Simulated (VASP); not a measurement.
# Cu (I4/mmm) in VASP: further runs

The runs below take Cu through single point, relaxation of cell and atoms, with revPBE+D4, RPBE+D4, revPBE+D3(BJ).

Program: VASP 6.6.1. These are calculated values, not measurements. Logs are shortened: lines on timing, memory, paths and dates and some standing lists are left out, and cuts for length are marked.

### Step 1. The cell of the first run

Symmetry: I4/mmm, No. 139, tetragonal system. Conventional cell: a = 2.864 Å, b = 2.864 Å, c = 2.747 Å, α = 90.00°, β = 90.00°, γ = 90.00°. Cu (site symmetry 4/mmm) has 14 Cu at 2.45 to 2.86 Å within 3.2 Å.

### Step 2. Single point, revPBE+D4

INCAR

```
SYSTEM = Cu
PREC = Accurate ; ENCUT = 520
EDIFF = 1E-6 ; ISMEAR = -1
SIGMA = 0.05 ; LREAL = .False.
LASPH = .True. ; NELM = 100
ALGO = Fast ; ISIF = 2
LWAVE = .False. ; LCHARG = .True.
GGA = RE ; IVDW = 13
LELF = .True. ; LVHAR = .True.
NBANDS = 12
```

KPOINTS

```
Automatic mesh
0
Gamma
  13 13 13
  0 0 0
```

POSCAR

```
Cu
1.0
   -1.4321549951      1.4321549951      1.3733035162
    1.4321549951     -1.4321549951      1.3733035162
    1.4321549951      1.4321549951     -1.3733035162
Cu
1
Direct
    0.0000000000      0.0000000000      0.0000000000
```

Potentials or basis: VASP PAW PBE potentials, release 64 (Cu).

Command:

```bash
$ cat potpaw_PBE.64/Cu/POTCAR > POTCAR
$ mpirun -np 1 vasp_std > vasp.out
```

OUTCAR:

```text
SYSTEM = Cu
   PREC = Accurate
   ENCUT = 520
   EDIFF = 1E-6
   ISMEAR = -1
   LREAL = .False.
   LASPH = .True.
   NELM = 100
   ISIF = 2
   GGA = RE
   IVDW = 13

 ion  position               nearest neighbor table
   1  0.000  0.000  0.000-

  LATTYP: Found a body centered tetragonal cell.
 ALAT       =     2.8643099902
 C/A-ratio  =     0.9589070463

  Lattice vectors:

 A1 = (  -1.4321549951,   1.4321549951,   1.3733035162)
 A2 = (   1.4321549951,  -1.4321549951,   1.3733035162)
 A3 = (   1.4321549951,   1.4321549951,  -1.3733035162)

Analysis of symmetry for initial positions (statically):
=====================================================================
 Subroutine PRICEL returns:
 Original cell was already a primitive cell.

 Routine SETGRP: Setting up the symmetry group for a
 body centered tetragonal supercell.

 Subroutine GETGRP returns: Found 16 space group operations
 (whereof 16 operations were pure point group operations)
 out of a pool of 16 trial point group operations.

The static configuration has the point symmetry D_4h.

Analysis of symmetry for dynamics (positions and initial velocities):
=====================================================================
 Subroutine PRICEL returns:
 Original cell was already a primitive cell.

 Routine SETGRP: Setting up the symmetry group for a
 body centered tetragonal supercell.

 Subroutine GETGRP returns: Found 16 space group operations
 (whereof 16 operations were pure point group operations)
 out of a pool of 16 trial point group operations.

The dynamic configuration has the point symmetry D_4h.

 Subroutine INISYM returns: Found 16 space group operations
 (whereof 16 operations are pure point group operations),
 and found     1 'primitive' translations

----------------------------------------------------------------------------------------

                                     Primitive cell

  volume of cell :      11.2670

  direct lattice vectors                    reciprocal lattice vectors
    -1.432154995  1.432154995  1.373303516     0.000000000  0.349124223  0.364085575
     1.432154995 -1.432154995  1.373303516     0.349124223  0.000000000  0.364085575
     1.432154995  1.432154995 -1.373303516     0.349124223  0.349124223  0.000000000

  length of vectors
     2.447059134  2.447059134  2.447059134     0.504426436  0.504426436  0.493736211

  position of ions in fractional coordinates (direct lattice)
[... 83 lines left out ...]
   ISIF   =      2    stress and relaxation
   ISYM   =      2    0-nonsym 1-usesym 2-fastsym
   POTIM  = 0.5000    time-step for ionic-motion
   TEBEG  =    0.0;   TEEND  =   0.0 temperature during run
   PSTRESS=    0.0 pullay stress
   NELECT =      11.0000    total number of electrons
   NUPDOWN=      -1.0000    fix difference up-down
   EMIN   =  10.00;   EMAX   =-10.00  energy-range for DOS
   EFERMI =   0.00;   METHOD = LEGACY
   ISMEAR =    -1;   SIGMA  =   0.05  broadening in eV -4-tet -1-fermi 0-gaus
   EFERMI_NEDOS =   21; number of points for ismear=-14 and -15
   IALGO  =     68    algorithm
   IMIX   =      4    mixing-type and parameters
     AMIX     =   0.40;   BMIX     =  1.00
     AMIX_MAG =   1.60;   BMIX_MAG =  1.00
  volume/ion in A,a.u.               =      11.27        76.03
  Fermi-wavevector in a.u.,A,eV,Ry     =   1.624065  3.069039 35.886573  2.637589
  Thomas-Fermi vector in A             =   2.717413
   LORBIT       =      0    0 simple, 1 ext, 2 COOP (PROOUT), +10 PAW based schemes
   GGA     = RE    functional components
   LHFCALC =     F    Hartree Fock is set to
   AEXX    =    0.0000 exact exchange contribution
   IVDW    =    13    specifies the selected vdW correction
   LEPSILON=     F    determine dielectric tensor
   LRPA    =     F    only Hartree local field effects (RPA)
 non-spin polarized calculation
 RMM-DIIS sequential band-by-band and
  energy-cutoff  :      520.00
  volume of cell :       11.27
 maximum number of plane-waves:       321
   NGX =  9   NGY =  9   NGZ =  9

 number of electron      11.0000002 magnetization

 Free energy of the ion-electron system (eV)
  ---------------------------------------------------
  ext. energy  EPLUGINS =         0.00000000
  ---------------------------------------------------
  free energy    TOTEN  =        -3.27574721 eV

  energy without entropy =       -3.27321420  energy(sigma->0) =       -3.27448071

 E-fermi :   8.2572     XC(G=0): -12.9033

 val. band max:        8.2419129496   @ k =  -0.3077   0.4615   0.0769
 cond. band min:       8.2773712706   @ k =  -0.2308   0.4615   0.0769
 fundamental gap:      0.0354583210
 Fermi energy:         8.2571668993

 k-point     1 :       0.0000    0.0000    0.0000
  band No.  band energies     occupation
      1      -1.4075      2.00000
      2       4.9375      2.00000
      3       5.1137      2.00000
      4       5.1137      2.00000
      5       6.0265      2.00000
      6       6.2129      2.00000
      7      33.3686      0.00000
      8      33.3686      0.00000
      9      34.4571      0.00000
     10      37.5467      0.00000
     11      37.7202      0.00000
     12      37.7206      0.00000
[... 331 lines left out ...]
 k-point    24 :       0.4615    0.1538    0.0000
  band No.  band energies     occupation
      1       3.3635      2.00000
      2       4.2907      2.00000
      3       5.4131      2.00000
      4       6.0962      2.00000
      5       6.4446      2.00000
      6       9.1930      0.00000
      7      13.9181      0.00000
      8      20.7291      0.00000
      9      25.8966      0.00000
     10      32.3327      0.00000
     11      38.2031      0.00000
     12      40.4257      0.00000

 [... further k-points ...]

------------------------ aborting loop because EDIFF is reached ----------------------------------------

  DFT-D4 for vdW energy calculation

  Edisp (eV):   -1.02429

  FORCE on cell =-STRESS in cart. coord.  units (eV):
  Direction    XX          YY          ZZ          XY          YZ          ZX
  --------------------------------------------------------------------------------------
  -------------------------------------------------------------------------------------
  Total       0.04771     0.04771     0.04133     0.00000     0.00000     0.00000
  in kB       6.78502     6.78502     5.87666     0.00000     0.00000     0.00000
  external pressure =        6.48 kB  Pullay stress =        0.00 kB

 VOLUME and BASIS-vectors are now :
 -----------------------------------------------------------------------------
  energy-cutoff  :      520.00
  volume of cell :       11.27
      direct lattice vectors                 reciprocal lattice vectors
    -1.432154995  1.432154995  1.373303516     0.000000000  0.349124223  0.364085575
     1.432154995 -1.432154995  1.373303516     0.349124223  0.000000000  0.364085575
     1.432154995  1.432154995 -1.373303516     0.349124223  0.349124223  0.000000000

 POSITION                                       TOTAL-FORCE (eV/Angst)
 -----------------------------------------------------------------------------------
      0.00000      0.00000      0.00000        -0.000000      0.000000     -0.000000
 -----------------------------------------------------------------------------------
    total drift:                                0.000000      0.000000      0.000000

  FREE ENERGIE OF THE ION-ELECTRON SYSTEM (eV)
  ---------------------------------------------------
  free  energy   TOTEN  =        -4.3000363149 eV

  energy  without entropy=       -4.2975033086  energy(sigma->0) =       -4.29876981
```

stdout:

```text
POSCAR found type information on POSCAR Cu
 POSCAR found :  1 types and       1 ions
 scaLAPACK will be used
 -----------------------------------------------------------------------------
|                                                                             |
|                                                                             |
|     You enforced a specific xc type in the INCAR file but a different       |
|     I HOPE YOU KNOW WHAT YOU ARE DOING!                                     |
|                                                                             |
 -----------------------------------------------------------------------------

 LDA part: xc-table for (Slater+PW92), standard interpolation
 POSCAR, INCAR and KPOINTS ok, starting setup
 FFT: planning ... GRIDC
 FFT: planning ... GRID_SOFT
 FFT: planning ... GRID
 WAVECAR not read
 entering main loop
WARNING in EDDRMM: call to ZHEGV failed, returncode =   6  3     10
```

It took 23 s on 1 thread of Intel Xeon Platinum 8259CL at 2.50GHz (Skylake/Cascade Lake), shared host; peak memory 0.14 GiB.

Results:

- Free energy: -4.3000 eV
- Pressure: 0.6 GPa
- Dispersion energy per atom: -1.024 eV

Caveat: the PAW data sets were made with another functional, which shifts forces and pressure a little; pairwise dispersion overbinds metals, which lowers pressure and volume.

### Step 3. Relaxation of cell and atoms, RPBE+D4

This run uses another cell than the first one, of 11.46 Å³/atom, 1.017 times its volume.

INCAR

```
SYSTEM = Cu
ALGO = Normal
EDIFF = 1E-6
EDIFFG = -0.01
ENCUT = 600
GGA = RP
IBRION = 2
ISIF = 3
ISMEAR = -1
IVDW = 13
LASPH = .TRUE.
LCHARG = .FALSE.
LREAL = .FALSE.
LWAVE = .FALSE.
NELM = 60
NSW = 60
PREC = Accurate
SIGMA = 0.05
```

KPOINTS

```
k-points
0
G
  13 13 13
  0 0 0
```

POSCAR

```
Cu
1.0
   -1.4427933200      1.4427933200      1.3760814500
    1.4427933200     -1.4427933200      1.3760814500
    1.4427933200      1.4427933200     -1.3760814500
Cu
1
Direct
    0.0000000000      0.0000000000      0.0000000000
```

Potentials or basis: VASP PAW PBE potentials, release 64 (Cu).

Command:

```bash
$ cat potpaw_PBE.64/Cu/POTCAR > POTCAR
$ mpirun -np 1 vasp_std > vasp.out
```

Wall time 40 s (1 thread of Intel Xeon Platinum 8259CL at 2.50GHz (Skylake/Cascade Lake), shared host); peak memory 0.15 GiB.

Results (log left out):

```
Free energy                            : -4.3400 eV
Relaxed volume                         : 11.32 Å³/atom
Relaxed cell                           : a = 2.451 Å, b = 2.451 Å, c = 2.451 Å, α = 108.21°, β = 108.21°, γ = 112.02°
Space group after relaxing (to 0.05 Å) : I4/mmm (No. 139)
Energy gained by relaxing              : 0.8 meV/atom
Ionic steps                            : 3
Pressure after relaxing                : 0.0 GPa
Dispersion energy per atom             : -1.164 eV
```

Step by step:
| step | energy change (eV) | largest force (eV/Å) | pressure (GPa) | volume (Å³) |
| --- | --- | --- | --- | --- |
| 1 | 0.0000 | 0.0000 | -1.88 | 11.46 |
| 2 | -0.0005 | 0.0000 | 1.28 | 11.24 |
| 3 | -0.0008 | 0.0000 | 0.00 | 11.32 |

Final structure:
```
CELL_PARAMETERS angstrom
-1.43707 1.43707 1.37039
1.43707 -1.43707 1.37039
1.43707 1.43707 -1.37039
ATOMIC_POSITIONS crystal
Cu 0.00000 0.00000 0.00000
```

Levels at points of the mesh, in eV from the Fermi level:
| k point | band 2 | band 3 | band 4 | band 5 | band 6 | band 7 | band 8 | band 9 |
| --- | --- | --- | --- | --- | --- | --- | --- | --- |
| (0.00, 0.00, 0.00) | -3.31 | -3.11 | -3.11 | -2.23 | -2.02 | 24.99 | 24.99 | 26.24 |

Caveat: the PAW data sets were made with another functional, which shifts forces and pressure a little; pairwise dispersion overbinds metals, which lowers pressure and volume.

(Continued in part 2 of 2.)
